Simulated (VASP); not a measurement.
A run of VASP 6.6.1:

INCAR

```
  PREC = Accurate
  ENCUT = 600
  EDIFF = 1E-7
  ISMEAR = -1
  SIGMA = 0.05
  LREAL = False
  LASPH = True
  NELM = 120
  ALGO = Normal
  ISIF = 3
  LWAVE = False
  LCHARG = False
  GGA = PS
  IBRION = 2
  NSW = 80
  EDIFFG = -0.03
  GGA_COMPAT = False
  NELMIN = 4
```

The input KPOINTS:

```
regular mesh
0
Gamma
  20 20 20
```

The input POSCAR:

```
Os
1.0
   -1.5200000000      1.5200000000      1.5200000000
    1.5200000000     -1.5200000000      1.5200000000
    1.5200000000      1.5200000000     -1.5200000000
Os
1
Direct
    0.0000000000      0.0000000000      0.0000000000
```

Potentials or basis: VASP PAW PBE potentials, release 64 (Os).

Launch:

```bash
$ cat potpaw_PBE.64/Os/POTCAR > POTCAR
$ mpirun -np 1 vasp_std > vasp.out
```

Hardware: 1 thread of Intel(R) Xeon(R) Platinum 8488C (Sapphire Rapids) (shared host).

Q: How long does it take, and how much memory?

A: It took 43 s on 1 thread of Intel(R) Xeon(R) Platinum 8488C (Sapphire Rapids) (shared host), peak memory 0.17 GiB. Counts: scf iterations 33, k points 256, ion steps 4.
